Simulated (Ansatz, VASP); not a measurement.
**One calculation of Cu, two programs**

The input INCAR:

```
SYSTEM = Cu
PREC = Accurate
ENCUT = 520
EDIFF = 1E-6
ISMEAR = 1
SIGMA = 0.01
LREAL = .FALSE.
LASPH = .TRUE.
NELM = 100
ALGO = Normal
ISIF = 2
LWAVE = .FALSE.
LCHARG = .TRUE.
GGA = CA
LELF = .TRUE.
LVHAR = .TRUE.
NBANDS = 12
```

File KPOINTS:

```
regular mesh
0
G
  15 15 15
  0 0 0
```

The input POSCAR:

```
Cu
1.0
    0.0000000000      1.7588202533      1.7588202533
    1.7588202533      0.0000000000      1.7588202533
    1.7588202533      1.7588202533      0.0000000000
Cu
1
Direct
    0.0000000000      0.0000000000      0.0000000000
```

Input for Ansatz:

```yaml
crystal:
  lattice:
    - [0.0, 1.7588202533, 1.7588202533]
    - [1.7588202533, 0.0, 1.7588202533]
    - [1.7588202533, 1.7588202533, 0.0]
  atoms:
    - { symbol: Cu, position: [0.0, 0.0, 0.0] }
hamiltonian:
  xc: lda
  pseudopotentials:
    kind: paw
    azcp:
      Cu: "pseudopotentials/Cu.paw.azcp"
basis:
  ecutwfc: 420
  fft_grid_basis: typed
kpoints:
  mp_grid: { grid: [15, 15, 15], shift: [0, 0, 0] }
magnetization:
  spin_polarized: false
scf:
  occupations: { method: methfessel_paxton, width: 0.01 }
  lower_state_search: "off"
output:
  stress: true
```

Alike in both runs: task single point; functional LDA; k mesh 15 × 15 × 15; occupations methfessel-paxton of order 1, width 0.01 eV; no spin polarisation.

|  | VASP | Ansatz |
| --- | --- | --- |
| version | VASP 6.6.1 | Ansatz 0.2.0 |
| potentials or method | VASP PAW LDA potentials, release 64 (Cu), cutoff 520 eV | plane waves (420 eV) with PAW, scalar-relativistic |
| valence electrons in the cell | 11 | 19 |

```tsv
	VASP	Ansatz	Ansatz less VASP
pressure (GPa)	0.7	-0.1	-0.85
```

Ansatz warns that its potentials were made for another functional, while VASP's fit it. LDA's correlation is that of Perdew and Zunger in VASP and of Perdew and Wang (1992) in Ansatz. VASP's potentials hold 11 valence electrons a cell and Ansatz's 19, so a difference there can come from the potentials and not from the codes.
